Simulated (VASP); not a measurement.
A run of VASP 6.6.1 is set up as follows.

File INCAR:

```
SYSTEM = C
PREC     = Accurate       ! precision mode
ENCUT    = 520            ! plane-wave cutoff, eV
EDIFF    = 1E-8           ! SCF threshold, eV
ISMEAR   = 0              ! smearing method
SIGMA    = 0.05           ! smearing width, eV
LREAL    = .FALSE.        ! projectors in reciprocal space
LASPH    = .TRUE.         ! aspherical terms in the spheres
NELM     = 80             ! most SCF steps
ALGO     = Normal         ! electronic algorithm
ISIF     = 2              ! what is computed and relaxed
LWAVE    = .FALSE.        ! write WAVECAR
LCHARG   = .FALSE.        ! write CHGCAR
GGA      = PE             ! functional
NBANDS   = 16             ! bands
IBRION   = 8              ! ionic algorithm
NSW      = 1              ! ionic steps
```

The input KPOINTS:

```
Automatic mesh
0
G
  10 10 6
  0 0 0
```

Contents of POSCAR:

```
C
1.0
    0.0000000000     -1.7857375322     -1.7857375322
    0.0000000000      1.7857375322     -1.7857375322
    3.5714750644      0.0000000000      0.0000000000
C
4
Direct
    0.5000000000      0.5000000000      0.0000000000
    0.0000000000      0.0000000000      0.5000000000
    0.0000000000      0.5000000000      0.2500000000
    0.5000000000      0.0000000000      0.7500000000
```

Potentials or basis: VASP PAW PBE potentials, release 64 (C).

Launch:

```console
$ cat potpaw_PBE.64/C/POTCAR > POTCAR
$ mpirun -np 1 vasp_std > vasp.out
```

Estimate the highest phonon frequency at Γ.

1294 cm⁻¹.

Phonon frequencies in cm⁻¹ (negative: imaginary):
```csv
q point,frequencies
"(0.000, 0.000, 0.000)",0 0 0 780 780 1066 1066 1194 1194 1294 1294 1294
```
